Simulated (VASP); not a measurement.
InSb (k07), 2 atoms in the cell. It takes space group F-43m (No. 216, cubic). Conventional cell: a = 6.450 Å, b = 6.450 Å, c = 6.450 Å, α = 90.00°, β = 90.00°, γ = 90.00°. Within 3.7 Å of In (site symmetry -43m) lie 4 Sb at 2.79 Å. Sb (site symmetry -43m) has 4 In at 2.79 Å within 3.7 Å. 

| Quantity | Value |
| --- | --- |
| Program | VASP 6.6.1 |
| Task | single point |
| Functional | LDA |
| Potentials or basis | VASP PAW LDA potentials, release 64 (In_d, Sb) |
| Cutoff | 520 eV |
| k mesh | 16 × 16 × 16 |
| Occupations | gaussian, width 0.1 eV |
| Spin | no spin polarisation |
| Dipole correction | no |
| Further INCAR settings | ALGO = Normal; EDIFF = 1e-06; NBANDS = 16 |

Potentials or basis: VASP PAW LDA potentials, release 64 (In_d, Sb).

The run is started by

```console
$ cat potpaw_LDA.64/In_d/POTCAR potpaw_LDA.64/Sb/POTCAR > POTCAR
$ mpirun -np 1 vasp_std > vasp.out
```

Hardware: 1 thread of Intel(R) Xeon(R) Platinum 8375C CPU @ 2.90GHz (Ice Lake), on a shared host.

Task: Estimate the wall time of this run.

Result: Wall time 79 s on 1 thread of Intel(R) Xeon(R) Platinum 8375C CPU @ 2.90GHz (Ice Lake) (shared host), peak memory 0.29 GiB. Counts: scf iterations 12, k points 145.
